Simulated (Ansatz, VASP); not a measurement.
**Two plane-wave programs on Cd**

```
Cd
1.0
     2.59961    0.00000    0.00000
    -1.29980    2.25133    0.00000
     0.00000    0.00000    4.25828
Cd
2
Direct
  0.33333 0.66667 0.25000
  0.66667 0.33333 0.75000
```

Change from the starting cell: volume scaled by 0.6, PAW files.

Alike in both runs: task single point; functional PBEsol; k mesh 14 × 14 × 8; occupations fermi-dirac, width 0.05 eV; no spin polarisation.

|  | VASP | Ansatz |
| --- | --- | --- |
| version | VASP 6.6.1 | Ansatz 0.2.0 |
| potentials or method | VASP PAW PBE potentials, release 64 (Cd) | PAW with Ansatz's default frozen-core files, scalar-relativistic |
| plane-wave cutoff (eV) | 520 | 420 |
| valence electrons in the cell | 24 | 40 |

```csv
,VASP,Ansatz,Ansatz less VASP
pressure (GPa),133.9,128.6,-5.32
"traceless stress, the component that is largest in VASP (GPa)",0.00,-0.16,-0.161
```

VASP's potentials were made for PBE, not for PBEsol. Both programs put the cell under a high pressure, so it lies far from rest at this level. VASP's potentials hold 24 valence electrons a cell and Ansatz's 40, so a difference there can come from the potentials and not from the codes.

Noted on VASP's run: the cell as given lies far from equilibrium.
